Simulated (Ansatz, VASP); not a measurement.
**One calculation of Cd6Te, two programs**

```
Cd Te
1.0
     6.21166    0.00000    0.00000
    -3.10583    5.37945    0.00000
     0.00000    0.00000    5.63494
Cd Te
6 1
Direct
  0.50000 0.00000 0.00000
  0.00000 0.50000 0.00000
  0.50000 0.50000 0.00000
  0.00000 0.00000 0.00000
  0.33333 0.66667 0.50000
  0.66667 0.33333 0.50000
  0.00000 0.00000 0.50000
```

Alike in both runs: task relaxation of cell and atoms; functional PBE; k mesh 6 × 6 × 6; occupations gaussian, width 0.1 eV; no spin polarisation.

```csv
,VASP,Ansatz
version,VASP 6.6.1,Ansatz 0.2.0
potentials or method,"VASP PAW PBE potentials, release 64 (Cd, Te), cutoff 600 eV","scalar-relativistic, plane waves, PAW"
valence electrons in the cell,78,136
```

VASP gave:

```
gap on the k mesh at the Fermi level, each at its own relaxed structure (eV) : none
relaxed volume (Å³/atom)                                                     : 26.24
relaxed cell length with the largest relative difference (Å)                 : 5.875
```

Q: Which values does Ansatz return?

A: gap on the k mesh at the Fermi level, each at its own relaxed structure (eV): none; relaxed volume (Å³/atom): 26.12; relaxed cell length with the largest relative difference (Å): 5.864.

A gap of «none» marks a metal or a gap that the smearing closes. VASP's potentials hold 78 valence electrons a cell and Ansatz's 136, so a difference there can come from the potentials and not from the codes.

Neither program's run includes spin-orbit coupling.
